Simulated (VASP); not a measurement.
Write the native input for VASP 6.6.1 that does the following.

- Task: single point
- Functional: PBEsol
- Potentials or basis: VASP PAW PBE potentials, release 64 (Si, Ge_d)
- Cutoff: 520 eV
- k mesh: 12 × 12 × 6
- Occupations: gaussian, width 0.02 eV
- Spin: no spin polarisation
- Dipole correction: no
- Further INCAR settings: ALGO = Normal; EDIFF = 1e-07; NBANDS = 26

The structure of SiGe lies in POSCAR:

```
SiGe
1.0
    4.0289263277      0.0000000000      0.0000000000
   -2.0144631639      3.4891525498      0.0000000000
    0.0000000000      0.0000000000      6.6434058026
Si Ge
2 2
Direct
    0.6666666667      0.3333333333      0.8749155053
    0.3333333333      0.6666666667      0.3749155053
    0.6666666667      0.3333333333      0.5000834947
    0.3333333333      0.6666666667      0.0000834947
```

This cell differs from its parent crystal: volume scaled by 1.10, then relaxed in part.

One way to write it, as run:

INCAR

```
ALGO = Normal ; EDIFF = 1E-7
ENCUT = 520 ; GGA = PS
ISIF = 2 ; ISMEAR = 0
LASPH = T ; LCHARG = F
LREAL = F ; LWAVE = F
NBANDS = 26 ; NELM = 60
PREC = Accurate ; SIGMA = 0.02
```

KPOINTS

```
k-points
0
Gamma
  12 12 6
```

Potentials or basis: VASP PAW PBE potentials, release 64 (Si, Ge_d).

Command:

```bash
$ cat potpaw_PBE.64/Si/POTCAR potpaw_PBE.64/Ge_d/POTCAR > POTCAR
$ mpirun -np 1 vasp_std > vasp.out
```

Results of the run:

```yaml
Pressure: -6.2 GPa
Largest_force: 0.006 eV/Å
Band_gap_on_the_k_mesh: 0.14 eV, direct
```

Caveat: the PAW data sets were made with another functional, which shifts forces and pressure a little.

Wall time 67 s on 1 thread of Intel(R) Xeon(R) 6975P-C (Granite Rapids), with other jobs on the host, peak memory 0.3 GiB.
